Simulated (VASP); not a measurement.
A run of VASP 6.6.1 is set up as follows.

INCAR

```
SYSTEM = Hf3N3O
ALGO = Normal ; DIPOL = 0.5 0.5 0.493
EDIFF = 1E-6 ; EDIFFG = -0.03
ENCUT = 520 ; GGA = PS
IBRION = 2 ; IDIPOL = 3
ISIF = 2 ; ISMEAR = 0
LASPH = .TRUE. ; LCHARG = .FALSE.
LDIPOL = .TRUE. ; LREAL = .FALSE.
LWAVE = .FALSE. ; NELM = 60
NSW = 90 ; PREC = Accurate
SIGMA = 0.1
```

Contents of KPOINTS:

```
k-points
0
G
  9 9 1
  0 0 0
```

File POSCAR:

```
Hf3N3O
1.0
    3.1830776024      0.0000000000      0.0000000000
   -1.5915388012      2.7566260659      0.0000000000
    0.0000000000      0.0000000000     25.4974299479
N Hf O
3 3 1
Selective dynamics
Direct
    0.3333333333      0.6666666667      0.3333669321  F F F
    0.0000000000      0.0000000000      0.4352976751  F F F
    0.6666666667      0.3333333333      0.5372239559  T T T
    0.6666666667      0.3333333333      0.3843323037  F F F
    0.3333333333      0.6666666667      0.4880225927  T T T
    0.0000000000      0.0000000000      0.5874557450  T T T
    0.0000000000      0.0000000000      0.6823672716  T T T
```

Potentials or basis: VASP PAW PBE potentials, release 64 (N, Hf_pv, O).

The run is started by

```bash
$ cat potpaw_PBE.64/N/POTCAR potpaw_PBE.64/Hf_pv/POTCAR potpaw_PBE.64/O/POTCAR > POTCAR
$ mpirun -np 1 vasp_std > vasp.out
```

Task: What does it give for the band gap on the k mesh?

Result: Zero (an odd number of electrons rules out a gap without spin polarisation).

Final structure:
```yaml
crystal:
  lattice:
    - [3.18308, 0.00000, 0.00000]
    - [-1.59154, 2.75663, 0.00000]
    - [0.00000, 0.00000, 25.49743]
  atoms:
    - { symbol: N, position: [0.33333, 0.66667, 0.33337] }
    - { symbol: N, position: [0.00000, 0.00000, 0.43530] }
    - { symbol: N, position: [0.66667, 0.33333, 0.53736] }
    - { symbol: Hf, position: [0.66667, 0.33333, 0.38433] }
    - { symbol: Hf, position: [0.33333, 0.66667, 0.48763] }
    - { symbol: Hf, position: [0.00000, 0.00000, 0.58829] }
    - { symbol: O, position: [0.00000, 0.00000, 0.65749] }
```

Caveat: spin-orbit coupling is left out, which moves the levels of the heavy elements; an odd number of electrons without spin polarisation forces a metal; a magnetic or distorted state may lie lower.
